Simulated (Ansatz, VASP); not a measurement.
## Two plane-wave programs on CsI2

Contents of INCAR:

```
SYSTEM = CsI2
ALGO = Normal
EDIFF = 1E-6
ENCUT = 520
GGA = PE
ISIF = 2
ISMEAR = 0
LASPH = .TRUE.
LCHARG = .FALSE.
LREAL = .FALSE.
LWAVE = .FALSE.
NBANDS = 32
NELM = 100
PREC = Accurate
SIGMA = 0.1
```

The input KPOINTS:

```
k-points
0
G
  4 4 4
  0 0 0
```

Contents of POSCAR:

```
CsI2
1.0
    6.6549902009      0.0000000000      0.0000000000
    0.0000000000      6.6549902009      0.0000000000
    0.0000000000      0.0000000000      6.6549902009
Cs I
2 4
Direct
    0.0000000000      0.0000000000      0.0000000000
    0.5000000000      0.5000000000      0.5000000000
    0.2500000000      0.2500000000      0.2500000000
    0.2500000000      0.7500000000      0.7500000000
    0.7500000000      0.7500000000      0.2500000000
    0.7500000000      0.2500000000      0.7500000000
```

Input for Ansatz:

```yaml
crystal:
  lattice:
    - [6.6549902009, 0.0, 0.0]
    - [0.0, 6.6549902009, 0.0]
    - [0.0, 0.0, 6.6549902009]
  atoms:
    - { symbol: Cs, position: [0.0, 0.0, 0.0] }
    - { symbol: Cs, position: [0.5, 0.5, 0.5] }
    - { symbol: I, position: [0.25, 0.25, 0.25] }
    - { symbol: I, position: [0.25, 0.75, 0.75] }
    - { symbol: I, position: [0.75, 0.75, 0.25] }
    - { symbol: I, position: [0.75, 0.25, 0.75] }
basis:
  ecutwfc: 420
kpoints:
  mp_grid: { grid: [4, 4, 4] }
hamiltonian:
  xc: pbe
scf:
  occupations: { method: gaussian, width: 0.1 }
  lower_state_search: "off"
output:
  forces: true
  stress: true
  eigenvalues: true
```

Alike in both runs: task single point; functional PBE; k mesh 4 × 4 × 4; occupations gaussian, width 0.1 eV; no spin polarisation.

|  | VASP | Ansatz |
| --- | --- | --- |
| version | VASP 6.6.1 | Ansatz 0.2.0 |
| potentials or method | VASP PAW PBE potentials, release 64 (Cs_sv, I), cutoff 520 eV | scalar-relativistic, plane waves, PAW |
| valence electrons in the cell | 46 | 86 |

|  | VASP | Ansatz | Ansatz less VASP |
| --- | --- | --- | --- |
| gap on the k mesh at the Fermi level (eV) | none | none | - |
| pressure (GPa) | 12.0 | 11.8 | -0.24 |

A gap of «none» marks a metal or a gap that the smearing closes. With one functional, cell and mesh, what is left measures potentials, basis and numerics. VASP's potentials hold 46 valence electrons a cell and Ansatz's 86, so a difference there can come from the potentials and not from the codes.

Neither program's run includes spin-orbit coupling.
